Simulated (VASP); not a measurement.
# Mn (Im-3m) in VASP: settings compared

The runs below take Mn through single point, with r2SCAN, PBE.

All numbers are computed with VASP 6.6.1; they aren't measurements. Logs are shortened: lines on timing, memory, paths and dates and some standing lists are left out, and cuts for length are marked.

## Step 1: The cell of the first run

It takes space group Im-3m (No. 229, cubic). The conventional cell has a = 2.793 Å, b = 2.793 Å, c = 2.793 Å, α = 90.00°, β = 90.00°, γ = 90.00°. Mn (site symmetry m-3m) has 14 Mn at 2.42 to 2.79 Å within 3.2 Å.

## Step 2: Single point, r2SCAN

Contents of POSCAR:

```
Mn
1.0
   -1.3965272946      1.3965272946      1.3965272946
    1.3965272946     -1.3965272946      1.3965272946
    1.3965272946      1.3965272946     -1.3965272946
Mn
1
Direct
    0.0000000000      0.0000000000      0.0000000000
```

Contents of INCAR.step1:

```
SYSTEM = Mn
  PREC = Accurate
  ENCUT = 520
  ISMEAR = -1
  SIGMA = 0.1
  LREAL = .FALSE.
  LASPH = .TRUE.
  NELM = 60
  NBANDS = 12
  GGA = PE
  ALGO = Normal
  EDIFF = 1E-4
  LWAVE = .TRUE.
  LCHARG = .FALSE.
```

Contents of INCAR.step2:

```
SYSTEM = Mn
  PREC = Accurate
  ENCUT = 520
  EDIFF = 1E-6
  ISMEAR = -1
  SIGMA = 0.1
  LREAL = .FALSE.
  LASPH = .TRUE.
  NELM = 60
  ALGO = Normal
  ISIF = 2
  LWAVE = .FALSE.
  LCHARG = .FALSE.
  METAGGA = R2SCAN
  LMIXTAU = .TRUE.
  NBANDS = 12
  ISTART = 1
```

Contents of KPOINTS:

```
Automatic mesh
0
G
  17 17 17
  0 0 0
```

Potentials or basis: VASP PAW PBE potentials, release 64 (Mn_pv).

Launch:

```console
$ cat potpaw_PBE.64/Mn_pv/POTCAR > POTCAR
$ cp INCAR.step1 INCAR
$ mpirun -np 1 vasp_std > vasp.out
$ cp INCAR.step2 INCAR
$ mpirun -np 1 vasp_std > vasp.out
```

OUTCAR:

```text
SYSTEM = Mn
   PREC = Accurate
   ENCUT = 520
   EDIFF = 1E-6
   ISMEAR = -1
   LREAL = .FALSE.
   LASPH = .TRUE.
   NELM = 60
   ISIF = 2
   METAGGA = R2SCAN
   ISTART = 1

 ion  position               nearest neighbor table
   1  0.000  0.000  0.000-

  LATTYP: Found a body centered cubic cell.
 ALAT       =     2.7930545892

  Lattice vectors:

 A1 = (  -1.3965272946,   1.3965272946,   1.3965272946)
 A2 = (   1.3965272946,  -1.3965272946,   1.3965272946)
 A3 = (   1.3965272946,   1.3965272946,  -1.3965272946)

Analysis of symmetry for initial positions (statically):
=====================================================================
 Subroutine PRICEL returns:
 Original cell was already a primitive cell.

 Routine SETGRP: Setting up the symmetry group for a
 body centered cubic supercell.

 Subroutine GETGRP returns: Found 48 space group operations
 (whereof 48 operations were pure point group operations)
 out of a pool of 48 trial point group operations.

The static configuration has the point symmetry O_h .

Analysis of symmetry for dynamics (positions and initial velocities):
=====================================================================
 Subroutine PRICEL returns:
 Original cell was already a primitive cell.

 Routine SETGRP: Setting up the symmetry group for a
 body centered cubic supercell.

 Subroutine GETGRP returns: Found 48 space group operations
 (whereof 48 operations were pure point group operations)
 out of a pool of 48 trial point group operations.

The dynamic configuration has the point symmetry O_h .

 Subroutine INISYM returns: Found 48 space group operations
 (whereof 48 operations are pure point group operations),
 and found     1 'primitive' translations

----------------------------------------------------------------------------------------

                                     Primitive cell

  volume of cell :      10.8945

  direct lattice vectors                    reciprocal lattice vectors
    -1.396527295  1.396527295  1.396527295     0.000000000  0.358030954  0.358030954
     1.396527295 -1.396527295  1.396527295     0.358030954  0.000000000  0.358030954
     1.396527295  1.396527295 -1.396527295     0.358030954  0.358030954  0.000000000

  length of vectors
     2.418856228  2.418856228  2.418856228     0.506332231  0.506332231  0.506332231

  position of ions in fractional coordinates (direct lattice)
     0.000000000  0.000000000  0.000000000

  ion indices of the primitive-cell ions
   primitive index   ion index
                 1           1

----------------------------------------------------------------------------------------

 KPOINTS: Automatic mesh

Automatic generation of k-mesh.
 Grid dimensions read from file:
 generate k-points for:   17   17   17

 Generating k-lattice:

  Cartesian coordinates                     Fractional coordinates (reciprocal lattice)
     0.000000000  0.021060644  0.021060644     0.058823529  0.000000000  0.000000000
     0.021060644  0.000000000  0.021060644     0.000000000  0.058823529  0.000000000
     0.021060644  0.021060644  0.000000000     0.000000000  0.000000000  0.058823529

  Length of vectors
     0.029784249  0.029784249  0.029784249

  Shift w.r.t. Gamma in fractional coordinates (k-lattice)
     0.000000000  0.000000000  0.000000000

 Subroutine IBZKPT returns following result:
 ===========================================

 Found    165 irreducible k-points:

 Following reciprocal coordinates:
            Coordinates               Weight
  0.000000  0.000000  0.000000      1.000000
  0.058824  0.000000  0.000000     12.000000
  0.117647  0.000000  0.000000     12.000000
  0.176471  0.000000  0.000000     12.000000
  0.235294  0.000000  0.000000     12.000000
  0.294118  0.000000  0.000000     12.000000
[... 16 lines left out ...]
  0.411765  0.117647  0.000000     48.000000
  0.176471  0.176471  0.000000     24.000000
 [... further k-points ...]
   k-points           NKPTS =    165   k-points in BZ     NKDIM =    165   number of bands    NBANDS=     12
   number of dos      NEDOS =    301   number of ions     NIONS =      1
   total plane-waves  NPLWV =   5832
   dimension x,y,z NGX =    18 NGY =   18 NGZ =   18
   dimension x,y,z NGXF=    36 NGYF=   36 NGZF=   36
   ions per type =               1
   NGX,Y,Z   is equivalent  to a cutoff of  12.37, 12.37, 12.37 a.u.
   NGXF,Y,Z  is equivalent  to a cutoff of  24.74, 24.74, 24.74 a.u.
 SYSTEM =  Mn
   PREC   = accura    normal or accurate (medium, high low for compatibility)
   ISTART =      1    job   : 0-new  1-cont  2-samecut
   ICHARG =      0    charge: 1-file 2-atom 10-const
   ISPIN  =      1    spin polarized calculation?
   LNONCOLLINEAR =      F non collinear calculations
   LSORBIT =      F    spin-orbit coupling
   LASPH  =      T    aspherical Exc in radial PAW
   ENCUT  =  520.0 eV  38.22 Ry    6.18 a.u.   4.50  4.50  4.50*2*pi/ulx,y,z
   NELM   =     60;   NELMIN=  2; NELMDL=  0     # of ELM steps
   EDIFF  = 0.1E-05   stopping-criterion for ELM
   LREAL  =      F    real-space projection
   EDIFFG = 0.1E-04   stopping-criterion for IOM
   NSW    =      0    number of steps for IOM
   IBRION =     -1    ionic relax: 0-MD 1-quasi-New 2-CG
   NFREE  =      0    steps in history (QN), initial steepest desc. (CG)
   ISIF   =      2    stress and relaxation
   ISYM   =      2    0-nonsym 1-usesym 2-fastsym
   POTIM  = 0.5000    time-step for ionic-motion
   TEBEG  =    0.0;   TEEND  =   0.0 temperature during run
   PSTRESS=    0.0 pullay stress
   NELECT =      13.0000    total number of electrons
   NUPDOWN=      -1.0000    fix difference up-down
   EMIN   =  10.00;   EMAX   =-10.00  energy-range for DOS
   EFERMI =   0.00;   METHOD = LEGACY
   ISMEAR =    -1;   SIGMA  =   0.10  broadening in eV -4-tet -1-fermi 0-gaus
   EFERMI_NEDOS =   21; number of points for ismear=-14 and -15
   IALGO  =     38    algorithm
   IMIX   =      4    mixing-type and parameters
     AMIX     =   0.40;   BMIX     =  1.00
     AMIX_MAG =   1.60;   BMIX_MAG =  1.00
  volume/ion in A,a.u.               =      10.89        73.52
  Fermi-wavevector in a.u.,A,eV,Ry     =   1.736414  3.281346 41.023366  3.015132
  Thomas-Fermi vector in A             =   2.809833
   LORBIT       =      0    0 simple, 1 ext, 2 COOP (PROOUT), +10 PAW based schemes
   METAGGA = R2SCAN    functional components
   LHFCALC =     F    Hartree Fock is set to
   AEXX    =    0.0000 exact exchange contribution
   IVDW    =     0    specifies the selected vdW correction
   LEPSILON=     F    determine dielectric tensor
   LRPA    =     F    only Hartree local field effects (RPA)
 non-spin polarized calculation
  energy-cutoff  :      520.00
  volume of cell :       10.89
 maximum number of plane-waves:       321
 NGX is ok and might be reduce to    18
   NGX =  9   NGY =  9   NGZ =  9

 number of electron      13.0000008 magnetization

 Free energy of the ion-electron system (eV)
  ---------------------------------------------------
  ext. energy  EPLUGINS =         0.00000000
  ---------------------------------------------------
  free energy    TOTEN  =       -14.24496640 eV

  energy without entropy =      -14.18112679  energy(sigma->0) =      -14.21304660

 E-fermi :  10.5816     XC(G=0): -15.3144

 val. band max:       10.5795977514   @ k =  -0.2353   0.2941   0.1176
 cond. band min:      10.5981172570   @ k =  -0.3529   0.4706   0.0588
 fundamental gap:      0.0185195056
 Fermi energy:        10.5815922887

 k-point     1 :       0.0000    0.0000    0.0000
  band No.  band energies     occupation
      1     -39.2679      2.00000
      2     -39.2677      2.00000
      3     -39.2677      2.00000
      4       1.4148      2.00000
      5       8.8359      2.00000
      6       8.8361      2.00000
      7       8.8361      2.00000
      8      11.0693      0.01512
      9      11.0693      0.01512
     10      34.9866      0.00000
     11      34.9868      0.00000
     12      34.9868      0.00000

 k-point     2 :       0.0588    0.0000    0.0000
  band No.  band energies     occupation
      1     -39.2945      2.00000
      2     -39.2761      2.00000
      3     -39.2679      2.00000
      4       1.5754      2.00000
      5       8.7804      2.00000
      6       8.8278      2.00000
      7       8.9351      2.00000
      8      11.0076      0.02785
      9      11.0731      0.01457
     10      34.4475      0.00000
     11      34.9030      0.00000
     12      35.0511      0.00000

 k-point     3 :       0.1176    0.0000    0.0000
  band No.  band energies     occupation
      1     -39.3705      2.00000
      2     -39.2999      2.00000
      3     -39.2682      2.00000
      4       2.0442      2.00000
      5       8.6232      2.00000
      6       8.7892      2.00000
      7       9.2251      2.00000
      8      10.8625      0.11366
      9      11.0862      0.01279
     10      33.0138      0.00000
     11      34.5183      0.00000
     12      35.2257      0.00000
[... 286 lines left out ...]
 k-point    23 :       0.4118    0.1176    0.0000
  band No.  band energies     occupation
      1     -39.9898      2.00000
      2     -39.5402      2.00000
      3     -39.3069      2.00000
      4       5.7448      2.00000
      5       7.4118      2.00000
      6       9.5609      1.99993
      7      10.9158      0.06830
      8      11.6089      0.00007
      9      13.7698      0.00000
     10      20.2076      0.00000
     11      27.5908      0.00000
     12      31.6627      0.00000

 k-point    24 :       0.1765    0.1765    0.0000
  band No.  band energies     occupation
      1     -39.7523      2.00000
      2     -39.4258      2.00000
      3     -39.3165      2.00000
      4       4.9252      2.00000
      5       7.9511      2.00000
      6       8.0740      2.00000
      7      10.5336      1.23533
      8      11.2379      0.00282
      9      11.5932      0.00008
     10      27.2795      0.00000
     11      28.4528      0.00000
     12      34.4910      0.00000

 [... further k-points ...]

------------------------ aborting loop because EDIFF is reached ----------------------------------------

  FORCE on cell =-STRESS in cart. coord.  units (eV):
  Direction    XX          YY          ZZ          XY          YZ          ZX
  --------------------------------------------------------------------------------------
  -------------------------------------------------------------------------------------
  Total       -0.6600418     -0.6600418     -0.6600418      0.0000000      0.0000000      0.0000000
  in kB      -97.0674841    -97.0674841    -97.0674841      0.0000000      0.0000000      0.0000000
  external PRESSURE =     -97.0674841 kB  Pullay stress =       0.0000000 kB

 VOLUME and BASIS-vectors are now :
 -----------------------------------------------------------------------------
  energy-cutoff  :      520.00
  volume of cell :       10.89
      direct lattice vectors                 reciprocal lattice vectors
    -1.396527295  1.396527295  1.396527295     0.000000000  0.358030954  0.358030954
     1.396527295 -1.396527295  1.396527295     0.358030954  0.000000000  0.358030954
     1.396527295  1.396527295 -1.396527295     0.358030954  0.358030954  0.000000000

 POSITION                                       TOTAL-FORCE (eV/Angst)
 -----------------------------------------------------------------------------------
      0.00000      0.00000      0.00000         0.000000     -0.000000      0.000000
 -----------------------------------------------------------------------------------
    total drift:                                0.000000      0.000000      0.000000

  FREE ENERGIE OF THE ION-ELECTRON SYSTEM (eV)
  ---------------------------------------------------
  free  energy   TOTEN  =       -14.2449664049 eV

  energy  without entropy=      -14.1811267906  energy(sigma->0) =      -14.21304660
```

Wall time 36 s (1 thread of Intel Xeon 6975P-C (Granite Rapids), shared host); peak memory 0.13 GiB.

What came out:

```
Free energy : -14.2450 eV
Pressure    : -9.7 GPa
```

Caveat: the PAW data sets were made with another functional, which shifts forces and pressure a little; the run has no spin polarisation, though such a crystal can be magnetic.

(Continued in part 2 of 2.)
